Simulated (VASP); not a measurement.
Wanted: the native input for a VASP 6.6.1 run.

* Task: relaxation of cell and atoms
* Functional: PBE
* Potentials or basis: VASP PAW PBE potentials, release 64 (Ga_d, B, As)
* Cutoff: 600 eV
* k mesh: 6 × 6 × 4
* Occupations: gaussian, width 0.1 eV
* Spin: no spin polarisation
* Dipole correction: no
* Further INCAR settings: ALGO = Normal; EDIFF = 1e-07; IBRION = 2; EDIFFG = -0.04; NSW = 90; ISIF = 3

The structure of Ga2BAs3 lies in POSCAR:

```
Ga2BAs3
1.0
    5.0772526049      0.0000000000      0.0000000000
   -2.5386263024      4.3970297373      0.0000000000
    0.0000000000      0.0000000000      4.8102661339
Ga B As
2 1 3
Direct
    0.3333333333      0.6666666667      0.0000000000
    0.6666666667      0.3333333333      0.0000000000
    0.0000000000      0.0000000000      0.0000000000
    0.3333333333      0.6666666667      0.5000000000
    0.6666666667      0.3333333333      0.5000000000
    0.0000000000      0.0000000000      0.5000000000
```

The cell was built from a structure type or drawn by symmetry, and may not be a known phase.

One way to write it, as run:

INCAR

```
PREC = Accurate ; ENCUT = 600
EDIFF = 1E-7 ; ISMEAR = 0
SIGMA = 0.1 ; LREAL = False
LASPH = True ; NELM = 80
ALGO = Normal ; ISIF = 3
LWAVE = False ; LCHARG = False
GGA = PE ; IBRION = 2
NSW = 90 ; EDIFFG = -0.04
```

KPOINTS

```
Automatic mesh
0
Gamma
  6 6 4
```

Potentials or basis: VASP PAW PBE potentials, release 64 (Ga_d, B, As).

The run is started by

```sh
$ cat potpaw_PBE.64/Ga_d/POTCAR potpaw_PBE.64/B/POTCAR potpaw_PBE.64/As/POTCAR > POTCAR
$ mpirun -np 1 vasp_std > vasp.out
```

Results of the run:

* Relaxed volume: 17.23 Å³/atom
* Relaxed cell: a = 4.916 Å, b = 4.916 Å, c = 4.940 Å, α = 90.00°, β = 90.00°, γ = 120.00°
* Space group after relaxing (to 0.1 Å): P6/mmm (No. 191)
* Energy gained by relaxing: 41.9 meV/atom
* Ionic steps: 7
* Pressure after relaxing: 0.0 GPa
* Band gap on the k mesh: zero (bands 22 and 23 overlap by 2.61 eV)

It took 21 min on 1 thread of Intel Xeon 8259CL, with other jobs on the host, peak memory 0.31 GiB.
